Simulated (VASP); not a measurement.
**SnTe2: single point with r2SCAN+D3(BJ)**

SnTe2:

```
Sn Te
1.0
     0.00000    3.70104    3.70104
     3.70104    0.00000    3.70104
     3.70104    3.70104    0.00000
Sn Te
1 2
Direct
  0.00000 0.00000 0.00000
  0.25000 0.25000 0.25000
  0.75000 0.75000 0.75000
```

- Program: VASP 6.6.1
- Task: single point
- Functional: r2SCAN
- Dispersion: D3(BJ)
- Potentials or basis: VASP PAW PBE potentials, release 64 (Sn_d, Te)
- Cutoff: 520 eV
- k mesh: 4 × 4 × 4
- Occupations: fermi-dirac, width 0.02 eV
- Spin: no spin polarisation

```
Pressure                   : -0.5 GPa
Band gap on the k mesh     : zero (bands 13 and 14 overlap by 2.17 eV)
Dispersion energy per atom : -0.184 eV
```

Levels at points of the mesh, in eV from the Fermi level:
```csv
k point,band 11,band 12,band 13,band 14,band 15,band 16
"(0.00, 0.00, 0.00)",-2.75,-1.43,-1.43,-1.43,1.85,1.85
"(0.50, 0.00, 0.00)",-2.48,-1.92,-1.92,0.83,3.53,3.53
"(0.50, 0.50, 0.00)",-1.59,0.49,0.49,1.15,2.55,4.49
```

It took 79 s on 1 thread of Intel(R) Xeon(R) Platinum 8488C (Sapphire Rapids) (shared host), peak memory 0.26 GiB.

Caveat: the k points lie up to 0.37 Å⁻¹ apart, too coarse for converged energies and pressures of a metal; the PAW data sets were made with another functional, which shifts forces and pressure a little; spin-orbit coupling is left out, which moves the levels of the heavy elements.
